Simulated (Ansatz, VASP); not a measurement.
## C: VASP beside Ansatz

The input INCAR:

```
SYSTEM = C
  PREC = Accurate
  ENCUT = 520
  EDIFF = 1E-6
  ISMEAR = 0
  SIGMA = 0.15
  LREAL = .False.
  LASPH = .True.
  NELM = 100
  ALGO = Normal
  ISIF = 2
  LWAVE = .False.
  LCHARG = .False.
  GGA = PS
  IVDW = 12
  NBANDS = 11
```

The input KPOINTS:

```
regular mesh
0
Gamma
  21 21 12
  0 0 0
```

The input POSCAR:

```
C
1.0
    2.4576582469      0.0000000000      0.0000000000
   -1.2288291235      2.1283944757      0.0000000000
    0.0000000000      0.0000000000      3.5294822413
C
2
Direct
    0.3251955054      0.6666666667      0.0000000000
    0.6748044946      0.3333333333      0.0000000000
```

Input for Ansatz:

```yaml
crystal:
  lattice:
    - [2.4576582469, 0.0, 0.0]
    - [-1.2288291235, 2.1283944757, 0.0]
    - [0.0, 0.0, 3.5294822413]
  atoms:
    - { symbol: C, position: [0.3251955054, 0.6666666667, 0.0] }
    - { symbol: C, position: [0.6748044946, 0.3333333333, 0.0] }
basis:
  ecutwfc: 520.0
kpoints:
  mp_grid: { grid: [21, 21, 12] }
hamiltonian:
  xc: pbesol
  pseudopotentials: { kind: paw, azcp: { folder: soft_1 } }
  dispersion: d3bj
scf:
  occupations: { method: gaussian, width: 0.15 }
output:
  forces: true
  stress: true
  eigenvalues: true
```

Change from the starting cell: mode 4 frozen in at +0.000 Å and mode 5 at -0.020 Å (largest displacements).

Alike in both runs: task single point; functional PBEsol; dispersion D3(BJ); k mesh 21 × 21 × 12; occupations gaussian, width 0.15 eV; no spin polarisation.

|  | VASP | Ansatz |
| --- | --- | --- |
| version | VASP 6.6.1 | Ansatz 0.2.0 |
| potentials or method | VASP PAW PBE potentials, release 64 (C), cutoff 520 eV | scalar-relativistic, plane waves, PAW |
| valence electrons in the cell | 8 | 8 |

|  | VASP | Ansatz | Ansatz less VASP |
| --- | --- | --- | --- |
| gap on the k mesh at the Fermi level (eV) | none | none | - |
| pressure (GPa) | 1.4 | 0.7 | -0.68 |
| traceless stress, the component that is largest in VASP (GPa) | 4.55 | 4.45 | -0.093 |
| rms of the force components (eV/Å) | 1.281 | 1.278 | -0.0030 |

VASP's potentials were made for PBE, not for PBEsol, and Ansatz warns of the same on its side. Atom by atom the forces differ by 0.003 eV/Å (rms over components). A gap of «none» marks a metal or a gap that the smearing closes.
